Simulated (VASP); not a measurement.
Na3H2:

```
CELL_PARAMETERS angstrom
4.41398 0.00000 0.00000
0.00000 4.41398 0.00000
0.00000 0.00000 6.24231
ATOMIC_POSITIONS crystal
Na 0.00000 0.00000 0.00000
Na 0.50000 0.50000 0.50000
Na 0.00000 0.00000 0.50000
H 0.50000 0.00000 0.75000
H 0.00000 0.50000 0.25000
```

This cell differs from its parent crystal: atoms taken out.

| Item | Value |
| --- | --- |
| Program | VASP 6.6.1 |
| Task | relaxation of cell and atoms |
| Functional | PBE |
| Potentials or basis | VASP PAW PBE potentials, release 64 (Na_pv, H) |
| Cutoff | 600 eV |
| k mesh | 8 × 8 × 6 |
| Occupations | gaussian, width 0.1 eV |
| Spin | no spin polarisation |

At the start: pressure -1.5 GPa; volume 24.32 Å³/atom.

Problem. Where does the relaxation end?

Solution. Over 22 steps the energy falls by 175.6 meV/atom and the volume is 29.03 Å³/atom (+19.4 %); space group P-4m2 (No. 115, to 0.1 Å) before and after.

The path:
| step | energy change (eV) | largest force (eV/Å) | pressure (GPa) | volume (Å³) |
| --- | --- | --- | --- | --- |
| 1 | 0.0000 | 0.3661 | -1.47 | 121.62 |
| 2 | -0.0457 | 0.3654 | -1.22 | 117.73 |
| 3 | -0.1361 | 0.3633 | -0.21 | 106.57 |
| 4 | -0.0112 | 0.2742 | 3.93 | 86.39 |
| 5 | -0.1458 | 0.3585 | 0.48 | 101.73 |
| 6 | -0.1758 | 0.3668 | 0.50 | 101.88 |
| 7 | -0.2662 | 0.3476 | 0.67 | 102.31 |
| 8 | -0.4423 | 0.3380 | 1.19 | 103.17 |
| 9 | -0.6373 | 0.0084 | 2.57 | 104.90 |
| 10 | -0.6697 | 0.0113 | 2.32 | 107.07 |
| 11 | -0.7473 | 0.0133 | 1.57 | 113.73 |
| 12 | -0.8269 | 0.0000 | 0.31 | 127.88 |
| 13 | -0.8328 | 0.0025 | -0.08 | 133.38 |
| 14 | -0.8453 | 0.0005 | 0.00 | 134.41 |
| 15 | -0.8687 | 0.0007 | 0.11 | 137.39 |
| 16 | -0.8664 | 0.0324 | 0.46 | 142.86 |
| 17 | -0.8740 | 0.0129 | 0.28 | 140.30 |
| 18 | -0.8742 | 0.0103 | 0.27 | 139.82 |
| 19 | -0.8775 | 0.0103 | 0.08 | 143.23 |
| 20 | -0.8778 | 0.0096 | -0.09 | 146.46 |
| 21 | -0.8780 | 0.0100 | -0.03 | 145.28 |
| 22 | -0.8780 | 0.0100 | -0.02 | 145.17 |

Final structure:
```
Na H
1.0
     4.44525    0.00000    0.00000
     0.00000    4.44525    0.00000
     0.00000    0.00000    7.34649
Na H
3 2
Direct
  0.00000 0.00000 0.00000
  0.50000 0.50000 0.50000
  0.00000 0.00000 0.50000
  0.50000 0.00000 0.48755
  0.00000 0.50000 0.51245
```

Caveat: the cell differs from its parent crystal (atoms taken out); the volume moved by over 15 % at a fixed basis, so the end points are rough.
